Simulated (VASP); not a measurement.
# PbSe (Clausthalite) (Fm-3m) in VASP: a series of runs, part 2 of 2

VASP 6.6.1. The steps go on from the part before.

**6. Relaxation of volume and atoms at fixed shape, PBEsol**

This run uses another cell than the first one, of 28.67 Å³/atom, 1.034 times its volume.

File INCAR:

```
PREC = Accurate
ENCUT = 500
EDIFF = 1E-7
ISMEAR = 0
SIGMA = 0.01
LREAL = F
LASPH = T
NELM = 120
ALGO = Normal
ISIF = 8
LWAVE = F
LCHARG = F
GGA = PS
IBRION = 2
NSW = 80
EDIFFG = -0.02
GGA_COMPAT = F
NELMIN = 4
```

File KPOINTS:

```
Automatic mesh
0
Gamma
  5 5 5
```

File POSCAR:

```
PbSe
1.0
    0.0000000000      3.0606500000      3.0606500000
    3.0606500000      0.0000000000      3.0606500000
    3.0606500000      3.0606500000      0.0000000000
Pb Se
1 1
Direct
    0.0000000000      0.0000000000      0.0000000000
    0.5000000000      0.5000000000      0.5000000000
```

Potentials or basis: VASP PAW PBE potentials, release 64 (Pb_d, Se).

Started as:

```
$ cat potpaw_PBE.64/Pb_d/POTCAR potpaw_PBE.64/Se/POTCAR > POTCAR
$ mpirun -np 1 vasp_std > vasp.out
```

OUTCAR:

```text
PREC = Accurate
   ENCUT = 500
   EDIFF = 1E-7
   ISMEAR = 0
   LREAL = F
   LASPH = T
   NELM = 120
   ISIF = 8
   GGA = PS
   IBRION = 2
   NSW = 80
   EDIFFG = -0.02
   NELMIN = 4

 ion  position               nearest neighbor table
   1  0.000  0.000  0.000-   2 3.06   2 3.06   2 3.06   2 3.06   2 3.06   2 3.06
   2  0.500  0.500  0.500-   1 3.06   1 3.06   1 3.06   1 3.06   1 3.06   1 3.06

  LATTYP: Found a face centered cubic cell.
 ALAT       =     6.1213000000

  Lattice vectors:

 A1 = (   0.0000000000,   3.0606500000,   3.0606500000)
 A2 = (   3.0606500000,   0.0000000000,   3.0606500000)
 A3 = (   3.0606500000,   3.0606500000,   0.0000000000)

Analysis of symmetry for initial positions (statically):
=====================================================================
 Subroutine PRICEL returns:
 Original cell was already a primitive cell.

 Routine SETGRP: Setting up the symmetry group for a
 face centered cubic supercell.

 Subroutine GETGRP returns: Found 48 space group operations
 (whereof 48 operations were pure point group operations)
 out of a pool of 48 trial point group operations.

The static configuration has the point symmetry O_h .

Analysis of symmetry for dynamics (positions and initial velocities):
=====================================================================
 Subroutine PRICEL returns:
 Original cell was already a primitive cell.

 Routine SETGRP: Setting up the symmetry group for a
 face centered cubic supercell.

 Subroutine GETGRP returns: Found 48 space group operations
 (whereof 48 operations were pure point group operations)
 out of a pool of 48 trial point group operations.

The dynamic configuration has the point symmetry O_h .

 Subroutine INISYM returns: Found 48 space group operations
 (whereof 48 operations are pure point group operations),
 and found     1 'primitive' translations

[... 92 lines left out ...]
   EMIN   =  10.00;   EMAX   =-10.00  energy-range for DOS
   EFERMI =   0.00;   METHOD = LEGACY
   ISMEAR =     0;   SIGMA  =   0.01  broadening in eV -4-tet -1-fermi 0-gaus
   EFERMI_NEDOS =   21; number of points for ismear=-14 and -15
   IALGO  =     38    algorithm
   IMIX   =      4    mixing-type and parameters
     AMIX     =   0.40;   BMIX     =  1.00
     AMIX_MAG =   1.60;   BMIX_MAG =  1.00
  volume/ion in A,a.u.               =      28.67       193.48
  Fermi-wavevector in a.u.,A,eV,Ry     =   1.152377  2.177676 18.068159  1.327972
  Thomas-Fermi vector in A             =   2.289028
   LORBIT       =      0    0 simple, 1 ext, 2 COOP (PROOUT), +10 PAW based schemes
   GGA     = PS    functional components
   LHFCALC =     F    Hartree Fock is set to
   AEXX    =    0.0000 exact exchange contribution
   IVDW    =     0    specifies the selected vdW correction
   LEPSILON=     F    determine dielectric tensor
   LRPA    =     F    only Hartree local field effects (RPA)
 conjugate gradient relaxation of ions
 non-spin polarized calculation
 Gauss-broadening in eV      SIGMA  =   0.01
  energy-cutoff  :      500.00
  volume of cell :       57.34
 maximum number of plane-waves:      1476
   NGX = 15   NGY = 15   NGZ = 15

--------------------------------------- Ionic step        1  -------------------------------------------

 number of electron      20.0000000 magnetization

 Free energy of the ion-electron system (eV)
  ---------------------------------------------------
  ext. energy  EPLUGINS =         0.00000000
  ---------------------------------------------------
  free energy    TOTEN  =        -8.92998307 eV

  energy without entropy =       -8.92998307  energy(sigma->0) =       -8.92998307

------------------------ aborting loop because EDIFF is reached ----------------------------------------

  FORCE on cell =-STRESS in cart. coord.  units (eV):
  Direction    XX          YY          ZZ          XY          YZ          ZX
  --------------------------------------------------------------------------------------
  -------------------------------------------------------------------------------------
  Total       -0.2409349     -0.2409349     -0.2409349     -0.0000000      0.0000000      0.0000000
  in kB       -6.7319254     -6.7319254     -6.7319254     -0.0000000      0.0000000      0.0000000
  external PRESSURE =      -6.7319254 kB  Pullay stress =       0.0000000 kB
[... 59 lines left out ...]
--------------------------------------- Ionic step        3  -------------------------------------------

 number of electron      20.0000004 magnetization

 Free energy of the ion-electron system (eV)
  ---------------------------------------------------
  ext. energy  EPLUGINS =         0.00000000
  ---------------------------------------------------
  free energy    TOTEN  =        -8.93155397 eV

  energy without entropy =       -8.93155397  energy(sigma->0) =       -8.93155397

 E-fermi :   4.7849     XC(G=0):  -9.7825

 val. band max:        4.6678626689   @ k =  -0.2000   0.2000   0.0000
 cond. band min:       5.7989101357   @ k =   0.4000   0.0000   0.0000
 fundamental gap:      1.1310474668
 Fermi energy:         4.7848513387

 k-point     1 :       0.0000    0.0000    0.0000
  band No.  band energies     occupation
      1     -11.7040      2.00000
      2     -11.7040      2.00000
      3     -11.7040      2.00000
      4     -11.7035      2.00000
      5     -11.7035      2.00000
      6      -8.6534      2.00000
      7      -1.2447      2.00000
      8       3.1354      2.00000
      9       3.1354      2.00000
     10       3.1354      2.00000
     11       9.7740      0.00000
     12       9.7740      0.00000
     13       9.7740      0.00000
     14      11.4891      0.00000
[... 180 lines left out ...]
  FREE ENERGIE OF THE ION-ELECTRON SYSTEM (eV)
  ---------------------------------------------------
  free  energy   TOTEN  =        -8.9315539682 eV

  energy  without entropy=       -8.9315539682  energy(sigma->0) =       -8.93155397

 reached required accuracy - stopping structural energy minimisation
```

CONTCAR:

```text
PbSe
   1.00000000000000
     0.0000000000000000    3.0474408060156604    3.0474408060156604
     3.0474408060156604    0.0000000000000000    3.0474408060156604
     3.0474408060156604    3.0474408060156604    0.0000000000000000
  Pb              Se
     1     1
Direct
     0.0000000000000000    0.0000000000000000    0.0000000000000000
     0.5000000000000000    0.5000000000000000    0.5000000000000000

  0.00000000E+00  0.00000000E+00  0.00000000E+00
  0.00000000E+00  0.00000000E+00  0.00000000E+00
```

It took 16 s on 1 thread of Intel Xeon Platinum 8375C at 2.90GHz (Ice Lake), shared host; peak memory 0.18 GiB.

What came out:

```
Free energy                            : -8.9316 eV
Relaxed volume                         : 28.30 Å³/atom
Relaxed cell                           : a = 4.310 Å, b = 4.310 Å, c = 4.310 Å, α = 60.00°, β = 60.00°, γ = 60.00°
Space group after relaxing (to 0.05 Å) : Fm-3m (No. 225)
Energy gained by relaxing              : 0.8 meV/atom
Ionic steps                            : 3
Pressure after relaxing                : 0.0 GPa
```

The path:
```tsv
step	energy change (eV)	largest force (eV/Å)	pressure (GPa)	volume (Å³)
1	0.0000	0.0000	-0.67	57.34
2	-0.0014	0.0000	0.24	56.35
3	-0.0016	0.0000	0.00	56.60
```

Final structure:
```xyz
2
Lattice="0.0000 3.0474 3.0474 3.0474 0.0000 3.0474 3.0474 3.0474 0.0000" Properties=species:S:1:pos:R:3 pbc="T T T"
Pb    0.0000    0.0000    0.0000
Se    3.0474    3.0474    3.0474
```

Caveat: this odd mesh misses L, where the gap lies, so gap, dielectric constants and Born charges aren't listed; the PAW data sets were made with another functional, which shifts forces and pressure a little; spin-orbit coupling is left out, which moves the levels of the heavy elements.

**7. Overview**

```tsv
task	cell	pressure (GPa)
single point	a = 4.281 Å, angles 60.0°, 2 atoms	1.1
single point	a = 4.310 Å, angles 60.0°, 2 atoms	0.0
single point	a = 4.338 Å, angles 60.0°, 2 atoms	-1.0
relaxation of volume and atoms at fixed shape	relaxed from a = 4.328 Å, angles 60.0°, 2 atoms	0.0
```

Alike in all rows: level PBEsol; potentials or basis VASP PAW PBE potentials, release 64 (Pb_d, Se); no spin polarisation; k mesh 5 × 5 × 5; cutoff (eV) 500; smearing gaussian 0.01 eV.

Caveats: the PAW data sets were made with another functional, which shifts forces and pressure a little; spin-orbit coupling is left out, which moves the levels of the heavy elements.

Total energies depend on the potentials used, so only differences within one code and one set of settings carry meaning.
